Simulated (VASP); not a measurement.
# MnPt2 (P-3m1) in VASP: further runs

MnPt2 is run at these levels: PBE; tasks: single point.

Everything below comes from runs of VASP 6.6.1. Logs are shortened: lines on timing, memory, paths and dates and some standing lists are left out, and cuts for length are marked.

## 1. The cell of the first run

Symmetry: P-3m1, No. 164, trigonal system. The conventional cell has a = 2.858 Å, b = 2.858 Å, c = 6.533 Å, α = 90.00°, β = 90.00°, γ = 120.00°. Within 3.5 Å of Mn (site symmetry -3m) lie 6 Pt at 2.64 Å and 6 Mn at 2.86 Å. Pt (site symmetry 3m) has 3 Mn at 2.64 Å and 9 Pt at 2.86 to 2.91 Å within 3.5 Å.

## 2. Single point, PBE

The input, INCAR:

```
SYSTEM = MnPt2
  PREC = Accurate
  ENCUT = 520
  EDIFF = 1E-6
  ISMEAR = 0
  SIGMA = 0.1
  LREAL = .FALSE.
  LASPH = .TRUE.
  NELM = 100
  ALGO = Normal
  ISIF = 2
  LWAVE = .FALSE.
  LCHARG = .FALSE.
  GGA = PE
  NBANDS = 24
```

The input, KPOINTS:

```
regular mesh
0
G
  6 6 2
  0 0 0
```

The input, POSCAR:

```
MnPt2
1.0
    2.8584044518      0.0000000000      0.0000000000
   -1.4292022259      2.4754508696      0.0000000000
    0.0000000000      0.0000000000      6.5325040000
Mn Pt
1 2
Direct
    0.0000000000      0.0000000000      0.0000000000
    0.3333333333      0.6666666667      0.6837940000
    0.6666666667      0.3333333333      0.3162060000
```

Potentials or basis: VASP PAW PBE potentials, release 64 (Mn_pv, Pt).

Started as:

```console
> cat potpaw_PBE.64/Mn_pv/POTCAR potpaw_PBE.64/Pt/POTCAR > POTCAR
> mpirun -np 1 vasp_std > vasp.out
```

OUTCAR:

```text
SYSTEM = MnPt2
   PREC = Accurate
   ENCUT = 520
   EDIFF = 1E-6
   ISMEAR = 0
   LREAL = .FALSE.
   LASPH = .TRUE.
   NELM = 100
   ISIF = 2
   GGA = PE

 ion  position               nearest neighbor table
   1  0.000  0.000  0.000-   2 2.64   3 2.64   3 2.64   2 2.64   3 2.64   2 2.64
   2  0.333  0.667  0.684-   1 2.64   1 2.64   1 2.64   3 2.91   3 2.91   3 2.91
   3  0.667  0.333  0.316-   1 2.64   1 2.64   1 2.64   2 2.91   2 2.91   2 2.91

  LATTYP: Found a hexagonal cell.
 ALAT       =     2.8584044518
 C/A-ratio  =     2.2853672775

  Lattice vectors:

 A1 = (   2.8584044518,   0.0000000000,   0.0000000000)
 A2 = (  -1.4292022259,   2.4754508696,   0.0000000000)
 A3 = (   0.0000000000,   0.0000000000,   6.5325040000)

Analysis of symmetry for initial positions (statically):
=====================================================================
 Subroutine PRICEL returns:
 Original cell was already a primitive cell.

 Routine SETGRP: Setting up the symmetry group for a
 hexagonal supercell.

 Subroutine GETGRP returns: Found 12 space group operations
 (whereof 12 operations were pure point group operations)
 out of a pool of 24 trial point group operations.

The static configuration has the point symmetry D_3d.

Analysis of symmetry for dynamics (positions and initial velocities):
=====================================================================
 Subroutine PRICEL returns:
 Original cell was already a primitive cell.

 Routine SETGRP: Setting up the symmetry group for a
 hexagonal supercell.

 Subroutine GETGRP returns: Found 12 space group operations
 (whereof 12 operations were pure point group operations)
 out of a pool of 24 trial point group operations.

The dynamic configuration has the point symmetry D_3d.

 Subroutine INISYM returns: Found 12 space group operations
 (whereof 12 operations are pure point group operations),
 and found     1 'primitive' translations

----------------------------------------------------------------------------------------

                                     Primitive cell

  volume of cell :      46.2230

[... 71 lines left out ...]
   ISTART =      0    job   : 0-new  1-cont  2-samecut
   ICHARG =      2    charge: 1-file 2-atom 10-const
   ISPIN  =      1    spin polarized calculation?
   LNONCOLLINEAR =      F non collinear calculations
   LSORBIT =      F    spin-orbit coupling
   LASPH  =      T    aspherical Exc in radial PAW
   ENCUT  =  520.0 eV  38.22 Ry    6.18 a.u.   5.31  5.31 12.15*2*pi/ulx,y,z
   NELM   =    100;   NELMIN=  2; NELMDL= -5     # of ELM steps
   EDIFF  = 0.1E-05   stopping-criterion for ELM
   LREAL  =      F    real-space projection
   EDIFFG = 0.1E-04   stopping-criterion for IOM
   NSW    =      0    number of steps for IOM
   IBRION =     -1    ionic relax: 0-MD 1-quasi-New 2-CG
   NFREE  =      0    steps in history (QN), initial steepest desc. (CG)
   ISIF   =      2    stress and relaxation
   ISYM   =      2    0-nonsym 1-usesym 2-fastsym
   POTIM  = 0.5000    time-step for ionic-motion
   TEBEG  =    0.0;   TEEND  =   0.0 temperature during run
   PSTRESS=    0.0 pullay stress
   NELECT =      33.0000    total number of electrons
   NUPDOWN=      -1.0000    fix difference up-down
   EMIN   =  10.00;   EMAX   =-10.00  energy-range for DOS
   EFERMI =   0.00;   METHOD = LEGACY
   ISMEAR =     0;   SIGMA  =   0.10  broadening in eV -4-tet -1-fermi 0-gaus
   EFERMI_NEDOS =   21; number of points for ismear=-14 and -15
   IALGO  =     38    algorithm
   IMIX   =      4    mixing-type and parameters
     AMIX     =   0.40;   BMIX     =  1.00
     AMIX_MAG =   1.60;   BMIX_MAG =  1.00
  volume/ion in A,a.u.               =      15.41       103.98
  Fermi-wavevector in a.u.,A,eV,Ry     =   1.463166  2.764983 29.128095  2.140855
  Thomas-Fermi vector in A             =   2.579293
   LORBIT       =      0    0 simple, 1 ext, 2 COOP (PROOUT), +10 PAW based schemes
   GGA     = PE    functional components
   LHFCALC =     F    Hartree Fock is set to
   AEXX    =    0.0000 exact exchange contribution
   IVDW    =     0    specifies the selected vdW correction
   LEPSILON=     F    determine dielectric tensor
   LRPA    =     F    only Hartree local field effects (RPA)
 non-spin polarized calculation
 Gauss-broadening in eV      SIGMA  =   0.10
  energy-cutoff  :      520.00
  volume of cell :       46.22
 maximum number of plane-waves:      1264
 NGX is ok and might be reduce to    24
   NGX = 11   NGY = 11   NGZ = 25

 number of electron      32.9999988 magnetization

 Free energy of the ion-electron system (eV)
  ---------------------------------------------------
  ext. energy  EPLUGINS =         0.00000000
  ---------------------------------------------------
  free energy    TOTEN  =       -20.92477732 eV

  energy without entropy =      -20.88368392  energy(sigma->0) =      -20.90423062

 E-fermi :   9.3843     XC(G=0): -12.9012

 val. band max:        9.3201076153   @ k =   0.1667   0.0000   0.5000
 cond. band min:       9.3876146969   @ k =   0.3333   0.1667   0.0000
 fundamental gap:      0.0675070817
 Fermi energy:         9.3843439403

 k-point     1 :       0.0000    0.0000    0.0000
  band No.  band energies     occupation
      1     -38.8775      2.00000
      2     -38.5657      2.00000
      3     -38.5657      2.00000
      4       0.2707      2.00000
      5       2.4316      2.00000
      6       4.1195      2.00000
[... 367 lines left out ...]
     23      15.0272      0.00000
     24      16.2213      0.00000

------------------------ aborting loop because EDIFF is reached ----------------------------------------

  FORCE on cell =-STRESS in cart. coord.  units (eV):
  Direction    XX          YY          ZZ          XY          YZ          ZX
  --------------------------------------------------------------------------------------
  -------------------------------------------------------------------------------------
  Total       -6.1196870     -6.1196870     -2.7255822      0.0000000     -0.0000000      0.0000000
  in kB     -212.1202442   -212.1202442    -94.4739752      0.0000000     -0.0000000      0.0000000
  external PRESSURE =    -172.9048212 kB  Pullay stress =       0.0000000 kB

 VOLUME and BASIS-vectors are now :
 -----------------------------------------------------------------------------
  energy-cutoff  :      520.00
  volume of cell :       46.22
      direct lattice vectors                 reciprocal lattice vectors
     2.858404452  0.000000000  0.000000000     0.349845523  0.201983407  0.000000000
    -1.429202226  2.475450870  0.000000000     0.000000000  0.403966814  0.000000000
     0.000000000  0.000000000  6.532504000     0.000000000  0.000000000  0.153080656

 POSITION                                       TOTAL-FORCE (eV/Angst)
 -----------------------------------------------------------------------------------
      0.00000      0.00000      0.00000        -0.000000      0.000000      0.000000
     -0.00000      1.65030      4.46689         0.000000     -0.000000      0.388218
      1.42920      0.82515      2.06562        -0.000000      0.000000     -0.388218
 -----------------------------------------------------------------------------------
    total drift:                                0.000000     -0.000000     -0.000000

  FREE ENERGIE OF THE ION-ELECTRON SYSTEM (eV)
  ---------------------------------------------------
  free  energy   TOTEN  =       -20.9247773217 eV

  energy  without entropy=      -20.8836839204  energy(sigma->0) =      -20.90423062
```

Wall time 19 s (1 thread of AMD EPYC 7R13 (Zen 3), shared host); peak memory 0.15 GiB.

Results:

```
Free energy   : -20.9248 eV
Pressure      : -17.3 GPa
Largest force : 0.388 eV/Å
```

Forces on the atoms (eV/Å):
```
Mn   0.000  0.000  0.000
Pt   0.000  0.000  0.388
Pt   0.000  0.000 -0.388
```

Stress tensor (GPa, compression positive):
```
-21.21   0.00   0.00
  0.00 -21.21   0.00
  0.00   0.00  -9.45
```

Caveat: the k points lie up to 0.48 Å⁻¹ apart; spin-orbit coupling is left out, which moves the levels of the heavy elements. Spin polarisation is off, so any magnetic state and its effect on volume and gap are missing.

## 3. Single point, PBE, collinear spin, ferromagnetic start

The input, INCAR:

```
PREC = Accurate
ENCUT = 520
EDIFF = 1E-7
ISMEAR = 0
SIGMA = 0.1
LREAL = F
LASPH = T
NELM = 150
ALGO = Fast
ISIF = 2
LWAVE = F
LCHARG = F
ISPIN = 2
MAGMOM = 4 1 1
LORBIT = 11
LMAXMIX = 4
GGA = PE
NBANDS = 28
```

The input, KPOINTS:

```
regular mesh
0
Gamma
  6 6 2
```

The input, POSCAR:

```
MnPt2
1.0
    2.8584044518      0.0000000000      0.0000000000
   -1.4292022259      2.4754508696      0.0000000000
    0.0000000000      0.0000000000      6.5325040000
Mn Pt
1 2
Direct
    0.0000000000      0.0000000000      0.0000000000
    0.3333333300      0.6666666700      0.6837940000
    0.6666666700      0.3333333300      0.3162060000
```

Potentials or basis: VASP PAW PBE potentials, release 64 (Mn_pv, Pt).

Started as:

```console
> cat potpaw_PBE.64/Mn_pv/POTCAR potpaw_PBE.64/Pt/POTCAR > POTCAR
> mpirun -np 1 vasp_std > vasp.out
```

Run time: 50 s. Hardware: 1 thread of AMD EPYC 7R13 (Zen 3), shared host; peak memory 0.17 GiB.

Results (log left out):

```yaml
Free_energy: -21.8937 eV
Pressure: -0.3 GPa
Largest_force: 0.004 eV/Å
Net_moment: 4.77 μB per cell
Site_moments: Mn +3.85; Pt +0.36 μB
Valence_electrons_inside_the_program's_atomic_spheres: Mn 11.55; Pt 9.23
```

Forces in eV/Å, atoms in the order of the input:
```
Mn   0.000  0.000  0.000
Pt   0.000  0.000 -0.004
Pt   0.000  0.000  0.004
```

Stress tensor (GPa, compression positive):
```
-1.30  0.00  0.00
 0.00 -1.30  0.00
 0.00  0.00  1.59
```

Levels at points of the mesh, in eV from the Fermi level:
Spin up:
```
           k point  band 15  band 16  band 17  band 18  band 19  band 20  band 21  band 22  band 23  band 24
(0.00, 0.00, 0.00)    -2.18    -1.60    -1.60    -1.06    -1.06    -0.83    -0.83    10.08    11.12    15.03
(0.50, 0.00, 0.00)    -0.28    -0.28    -0.19     0.16     1.54     1.77     1.99     5.71     5.78     8.57
(0.00, 0.00, 0.50)    -1.78    -1.78    -1.75    -1.75    -0.15    -0.15     0.28     6.06    14.32    14.92
(0.50, 0.00, 0.50)    -0.96    -0.65    -0.37    -0.14    -0.09     1.89     2.63     4.84     8.46     8.92
```
Spin down:
| k point | band 11 | band 12 | band 13 | band 14 | band 15 | band 16 | band 17 | band 18 | band 19 | band 20 |
| --- | --- | --- | --- | --- | --- | --- | --- | --- | --- | --- |
| (0.00, 0.00, 0.00) | -2.67 | -2.33 | -1.81 | -1.81 | -0.85 | -0.85 | 0.80 | 1.39 | 1.39 | 2.25 |
| (0.50, 0.00, 0.00) | -1.69 | -1.04 | 0.12 | 0.18 | 0.19 | 1.71 | 2.00 | 2.43 | 2.56 | 2.85 |
| (0.00, 0.00, 0.50) | -2.99 | -1.51 | -1.51 | -1.36 | -1.36 | 0.37 | 0.54 | 1.44 | 1.44 | 2.41 |
| (0.50, 0.00, 0.50) | -1.20 | -0.76 | -0.36 | 0.10 | 0.22 | 0.78 | 1.53 | 1.99 | 2.85 | 3.07 |

Caveat: the k points lie up to 0.48 Å⁻¹ apart; spin-orbit coupling is left out, which moves the levels of the heavy elements.

## 4. Single point, PBE, collinear spin, ferromagnetic start

The input, INCAR:

```
PREC = Accurate
ENCUT = 520
EDIFF = 1E-6
ISMEAR = 1
SIGMA = 0.056
LREAL = False
LASPH = True
NELM = 150
ALGO = Normal
ISIF = 2
LWAVE = False
LCHARG = False
ISPIN = 2
MAGMOM = 4.21 0.41 0.41
LORBIT = 11
LMAXMIX = 4
GGA = PE
NBANDS = 28
```

The input, KPOINTS:

```
Automatic mesh
0
Gamma
  6 6 2
```

The input, POSCAR:

```
MnPt2
1.0
    2.8584044518      0.0000000000      0.0000000000
   -1.4292022259      2.4754508696      0.0000000000
    0.0000000000      0.0000000000      6.5325040000
Mn Pt
1 2
Direct
    0.0000000000      0.0000000000      0.0000000000
    0.3333333333      0.6666666667      0.6837940000
    0.6666666667      0.3333333333      0.3162060000
```

Started as:

```console
> cat potpaw_PBE.64/Mn_pv/POTCAR potpaw_PBE.64/Pt/POTCAR > POTCAR
> mpirun -np 1 vasp_std > vasp.out
```

It took 44 s on 1 thread of AMD EPYC 7R13 (Zen 3), shared host; peak memory 0.17 GiB.

Results (log left out):

| Quantity | Value |
| --- | --- |
| Free energy | -21.8920 eV |
| Pressure | -0.3 GPa |
| Largest force | 0.003 eV/Å |
| Net moment | 4.78 μB per cell |
| Site moments | Mn +3.85; Pt +0.37 μB |
| Valence electrons inside the program's atomic spheres | Mn 11.55; Pt 9.23 |

Forces in eV/Å, atoms in the order of the input:
```
Mn   0.000  0.000  0.000
Pt   0.000  0.000 -0.003
Pt   0.000  0.000  0.003
```

Stress tensor (GPa, compression positive):
```
-1.32  0.00  0.00
 0.00 -1.32  0.00
 0.00  0.00  1.60
```

Levels at points of the mesh, in eV from the Fermi level:
Spin up:
```csv
k point,band 16,band 17,band 18,band 19,band 20,band 21,band 22,band 23
"(0.00, 0.00, 0.00)",-1.54,-1.54,-1.00,-1.00,-0.77,-0.77,10.14,11.18
"(0.50, 0.00, 0.00)",-0.22,-0.14,0.22,1.60,1.83,2.04,5.77,5.84
"(0.00, 0.00, 0.50)",-1.72,-1.69,-1.69,-0.09,-0.09,0.34,6.12,14.38
"(0.50, 0.00, 0.50)",-0.59,-0.31,-0.09,-0.04,1.95,2.69,4.90,8.52
```
Spin down:
| k point | band 11 | band 12 | band 13 | band 14 | band 15 | band 16 | band 17 | band 18 | band 19 | band 20 |
| --- | --- | --- | --- | --- | --- | --- | --- | --- | --- | --- |
| (0.00, 0.00, 0.00) | -2.61 | -2.27 | -1.75 | -1.75 | -0.79 | -0.79 | 0.86 | 1.45 | 1.45 | 2.31 |
| (0.50, 0.00, 0.00) | -1.63 | -0.98 | 0.18 | 0.24 | 0.25 | 1.77 | 2.06 | 2.49 | 2.62 | 2.91 |
| (0.00, 0.00, 0.50) | -2.93 | -1.45 | -1.45 | -1.30 | -1.30 | 0.43 | 0.60 | 1.50 | 1.50 | 2.47 |
| (0.50, 0.00, 0.50) | -1.14 | -0.69 | -0.30 | 0.16 | 0.28 | 0.84 | 1.59 | 2.05 | 2.91 | 3.13 |

Caveat: the k points lie up to 0.48 Å⁻¹ apart; spin-orbit coupling is left out, which moves the levels of the heavy elements.

## 5. The runs side by side

| spin | smearing | gap on the mesh (eV) | pressure (GPa) | moment (μB) |
| --- | --- | --- | --- | --- |
| off | gaussian 0.1 eV | none | -17.3 | - |
| collinear, ferromagnetic start | gaussian 0.1 eV | none | -0.3 | 4.77 |
| collinear, ferromagnetic start | methfessel-paxton 0.056 eV | none | -0.3 | 4.78 |

Alike in all rows: task single point; level PBE; potentials or basis VASP PAW PBE potentials, release 64 (Mn_pv, Pt); cell as given; k mesh 6 × 6 × 2; cutoff (eV) 520.

Caveats: all runs use coarse meshes; spin-orbit coupling is left out, which moves the levels of the heavy elements.

Absolute energies hang on the potentials; compare differences alone.
